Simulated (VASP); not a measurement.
A run of VASP 6.6.1 is set up as follows.

INCAR

```
SYSTEM = Co
PREC = Accurate
ENCUT = 520
EDIFF = 1E-6
ISMEAR = -1
SIGMA = 0.1
LREAL = .FALSE.
LASPH = .TRUE.
NELM = 80
ALGO = Normal
ISIF = 2
LWAVE = .FALSE.
LCHARG = .FALSE.
GGA = PE
NBANDS = 16
```

Contents of KPOINTS:

```
regular mesh
0
G
  24 24 13
  0 0 0
```

The input POSCAR:

```
Co
1.0
    2.4907448865      0.0000000000      0.0000000000
   -1.2453724432      2.1570483460      0.0000000000
    0.0000000000      0.0000000000      4.0128108288
Co
2
Direct
    0.3333333333      0.6666666667      0.2500000000
    0.6666666667      0.3333333333      0.7500000000
```

Potentials or basis: VASP PAW PBE potentials, release 64 (Co).

Command:

```sh
$ cat potpaw_PBE.64/Co/POTCAR > POTCAR
$ mpirun -np 1 vasp_std > vasp.out
```

Question: Predict the pressure.

Answer: -9.4 GPa.

Question: What does it give for the band gap on the k mesh?

Answer: Zero (band 9 reaches 10.60 eV, above the bottom of band 10 at 9.16 eV).

Stress tensor (GPa, compression positive):
```
-9.30  0.00  0.00
 0.00 -9.30  0.00
 0.00  0.00 -9.60
```

Caveat: the run has no spin polarisation, though such a crystal can be magnetic. Spin polarisation is off, so any magnetic state and its effect on volume and gap are missing.
